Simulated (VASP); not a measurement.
A run of VASP 6.6.1 is set up as follows.

The input INCAR:

```
SYSTEM = Hf8C
ALGO = Normal
DIPOL = 0.5 0.5 0.318
EDIFF = 1E-6
ENCUT = 520
GGA = PE
IDIPOL = 3
ISIF = 2
ISMEAR = 0
LASPH = .True.
LCHARG = .False.
LDIPOL = .True.
LREAL = .False.
LWAVE = .False.
NBANDS = 52
NELM = 80
PREC = Accurate
SIGMA = 0.1
```

Contents of KPOINTS:

```
k-points
0
Gamma
  4 5 1
  0 0 0
```

POSCAR

```
Hf8C
1.0
    6.4096340743      0.0000000000      0.0000000000
    0.0000000000      5.0676933206      0.0000000000
    0.0000000000      0.0000000000     18.9500687204
Hf C
8 1
Direct
    0.0000000000      0.7500000000      0.2110810287
    0.5000000000      0.7500000000      0.2110810287
    0.2500000000      0.2500000000      0.2599014843
    0.7500000000      0.2500000000      0.2599014843
    0.2500000000      0.7500000000      0.3455348617
    0.7500000000      0.7500000000      0.3455348617
    0.0000000000      0.2500000000      0.3931420424
    0.5000000000      0.2500000000      0.3931420424
    0.2500000000      0.3750000000      0.4458375915
```

Potentials or basis: VASP PAW PBE potentials, release 64 (Hf_pv, C).

Launch:

```bash
$ cat potpaw_PBE.64/Hf_pv/POTCAR potpaw_PBE.64/C/POTCAR > POTCAR
$ mpirun -np 1 vasp_std > vasp.out
```

Task: Predict the band gap on the k mesh.

Result: Zero (bands 42 and 43 overlap by 0.38 eV).

Task: What does it give for the largest force?

Result: 1.361 eV/Å.

Forces on the atoms (eV/Å):
```
Hf   0.127  0.021  0.138
Hf  -0.127  0.021  0.138
Hf   0.000 -0.365 -0.731
Hf   0.000  0.240 -0.262
Hf   0.000 -0.491  0.993
Hf   0.000 -0.163 -0.577
Hf  -0.672 -0.312  0.138
Hf   0.672 -0.312  0.138
C    0.000  1.360  0.025
```

Caveat: spin-orbit coupling is left out, which moves the levels of the heavy elements.
